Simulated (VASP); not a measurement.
Runs of VASP 6.6.1 on FeO. The structure is that of space group Fm-3m (No. 225), or close to it. The cells are those of the table. 

```tsv
level	potentials or basis	spin	cell	k mesh	cutoff (eV)	gap on the mesh (eV)	pressure (GPa)	moment (μB)
PBE	VASP PAW PBE potentials, release 64 (Fe_sv, O_h)	collinear, ferromagnetic start	a = 3.007 Å, angles 59.3°, 2 atoms	11 × 11 × 11	1340	none	(b)	4.00
PBEsol	VASP PAW PBE potentials, release 64 (Fe_sv, O)	collinear, ferromagnetic start	a = 3.049 Å, angles 59.3°, 2 atoms	11 × 11 × 11	700	none	-7.0	4.00
LDA	VASP PAW LDA potentials, release 64 (Fe_sv, O_h)	collinear, ferromagnetic start	a = 3.028 Å, angles 59.3°, 2 atoms	9 × 9 × 9	1340	none	-11.0	(a)
PBEsol	VASP PAW PBE potentials, release 64 (Fe_sv, O)	collinear, ferromagnetic start	a = 3.090 Å, angles 59.3°, 2 atoms	11 × 11 × 11	700	none	-13.6	4.00
PBE	VASP PAW PBE potentials, release 64 (Fe_sv, O)	off	a = 3.070 Å, angles 59.3°, 2 atoms	11 × 11 × 11	700	none	-27.0	-
PBEsol	VASP PAW PBE potentials, release 64 (Fe, O)	collinear, ferromagnetic start	a = 3.061, b = 3.079, c = 3.070 Å, angles 59.8, 58.8, 59.3°, 2 atoms	9 × 9 × 9	600	none	-9.4	4.00
PBE	VASP PAW PBE potentials, release 64 (Fe_sv, O_h)	collinear, ferromagnetic start	a = 3.049 Å, angles 59.3°, 2 atoms	11 × 11 × 11	1340	none	1.9	4.00
PBEsol	VASP PAW PBE potentials, release 64 (Fe, O)	collinear, ferromagnetic start	a = 3.053, b = 3.087, c = 3.070 Å, angles 60.3, 58.4, 59.3°, 2 atoms	9 × 9 × 9	600	none	-9.3	4.00
```

Alike in all rows: task single point; smearing fermi-dirac 0.05 eV.

Question: Estimate the missing entries.

Answer: (a) 3.93; (b) 10.8.

Caveats: semilocal functionals often make such compounds metallic where correlation or magnetic order opens a gap, which also shifts bond lengths; a cell with one magnetic atom can't hold antiferromagnetic order, which such compounds often take (at least some runs); the cell stands under tension (at least some runs); the PAW data sets were made with another functional, which shifts forces and pressure a little (at least some runs); the cell stands under pressure (at least some runs).

A gap of «none» marks levels without a gap at the run's occupations.

The runs don't all hold the same shells in valence.
